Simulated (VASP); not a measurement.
BN, 4 atoms in the cell. Symmetry: P6_3mc, No. 186, hexagonal system. The conventional cell has a = 2.595 Å, b = 2.595 Å, c = 4.292 Å, α = 90.00°, β = 90.00°, γ = 120.00°. Within 2.1 Å of B (site symmetry 3m) lie 4 N at 1.59 to 1.61 Å. Within 2.1 Å of N (site symmetry 3m) lie 4 B at 1.59 to 1.61 Å.  This cell differs from its parent crystal: strain +2.0%.

```yaml
Program: VASP 6.6.1
Task: dielectric tensor
Functional: r2SCAN
Potentials_or_basis: VASP PAW PBE potentials, release 64 (B, N)
Cutoff: 520 eV
k_mesh: 9 × 9 × 6
Occupations: gaussian, width 0.01 eV
Spin: no spin polarisation
Dipole_correction: no
Further_INCAR_settings: ALGO = Normal; EDIFF = 1e-08
```

Potentials or basis: VASP PAW PBE potentials, release 64 (B, N).

Launch:

```bash
$ cat potpaw_PBE.64/B/POTCAR potpaw_PBE.64/N/POTCAR > POTCAR
$ mpirun -np 1 vasp_std > vasp.out
```

Hardware: 1 thread of Intel(R) Xeon(R) 6975P-C (Granite Rapids), on a shared host.

Task: Estimate the wall time of this run.

Result: Run time: 15 min on 1 thread of Intel(R) Xeon(R) 6975P-C (Granite Rapids) (shared host), peak memory 0.4 GiB. Counts: scf iterations 71, k points 48.
